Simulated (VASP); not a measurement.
Al, 3 atoms in the cell. The structure is hexagonal, space group P6/mmm (No. 191). The conventional cell has a = 4.666 Å, b = 4.666 Å, c = 2.888 Å, α = 90.00°, β = 90.00°, γ = 120.00°. Al (site symmetry 6/mmm) has 14 Al at 2.89 to 3.06 Å within 3.8 Å. Al (site symmetry -6m2) has 11 Al at 2.69 to 3.06 Å within 3.6 Å. This isn't the form of Al at room conditions, which is fcc.

```yaml
Program: VASP 6.6.1
Task: single point
Functional: revPBE
Potentials_or_basis: VASP PAW PBE potentials, release 64 (Al)
Cutoff: 520 eV
k_mesh: 9 × 9 × 12
Occupations: fermi-dirac, width 0.1 eV
Spin: no spin polarisation
Dipole_correction: no
Further_INCAR_settings: ALGO = Normal; EDIFF = 1e-06; NBANDS = 12
```

Potentials or basis: VASP PAW PBE potentials, release 64 (Al).

Launch:

```bash
$ cat potpaw_PBE.64/Al/POTCAR > POTCAR
$ mpirun -np 1 vasp_std > vasp.out
```

Hardware: 1 thread of Intel Xeon 8259CL, on a shared host.

How long does it take, and how much memory?

Wall time 52 s on 1 thread of Intel Xeon 8259CL (shared host), peak memory 0.19 GiB. Counts: scf iterations 11, k points 84.
